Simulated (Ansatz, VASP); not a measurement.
## Two plane-wave programs on SnO2

```
CELL_PARAMETERS angstrom
4.76051 0.00000 0.00000
0.00000 4.76070 0.00000
0.00000 0.00000 3.20005
ATOMIC_POSITIONS crystal
Sn 0.50000 0.50000 0.50000
Sn 0.00000 0.00000 0.00000
O 0.30583 0.30592 0.00000
O 0.80583 0.19408 0.50000
O 0.19417 0.80592 0.50000
O 0.69417 0.69408 0.00000
```

Alike in both runs: task single point; functional r2SCAN; dispersion rVV10; k mesh 4 × 4 × 6; no spin polarisation.

|  | VASP | Ansatz |
| --- | --- | --- |
| version | VASP 6.6.1 | Ansatz 0.2.0 |
| potentials or method | VASP PAW PBE potentials, release 64 (Sn_d, O) | plane waves |
| plane-wave cutoff (eV) | 520 | 500 |
| occupations | gaussian, width 0.01 eV | fixed |
| valence electrons in the cell | 52 | 52 |

```csv
,VASP,Ansatz,Ansatz less VASP
gap on the k mesh at the Fermi level (eV),1.77,1.74,-0.028
pressure (GPa),-0.2,-1.4,-1.22
"traceless stress, the component that is largest in VASP (GPa)",0.56,0.19,-0.367
rms of the force components (eV/Å),0.015,0.002,-0.0135
```

VASP's potentials were made for PBE, not for r2SCAN. Atom by atom the forces differ by 0.013 eV/Å (rms over components).
